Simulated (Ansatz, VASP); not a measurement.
**Two plane-wave programs on Al**

```xyz
1
Lattice="0.0000 1.9909 1.9909 1.9909 0.0000 1.9909 1.9909 1.9909 0.0000" Properties=species:S:1:pos:R:3 pbc="T T T"
Al    0.0000    0.0000    0.0000
```

Alike in both runs: functional PBE; dispersion D3(BJ); k mesh 18 × 18 × 18; occupations gaussian, width 0.1 eV; no spin polarisation.

Ansatz relaxed the structure, and its values are those at the end. VASP's run is a single point on that final structure, the one shown.

```csv
,VASP,Ansatz
version,VASP 6.6.1,Ansatz 0.2.0
potentials or method,"VASP PAW PBE potentials, release 64 (Al), cutoff 500 eV","scalar-relativistic, plane waves, PAW"
valence electrons in the cell,3,3
```

|  | VASP | Ansatz | Ansatz less VASP |
| --- | --- | --- | --- |
| gap on the k mesh at the Fermi level (eV) | none | none | - |
| pressure (GPa) | 0.0 | 0.0 | +0.01 |

A gap of «none» marks a metal or a gap that the smearing closes.
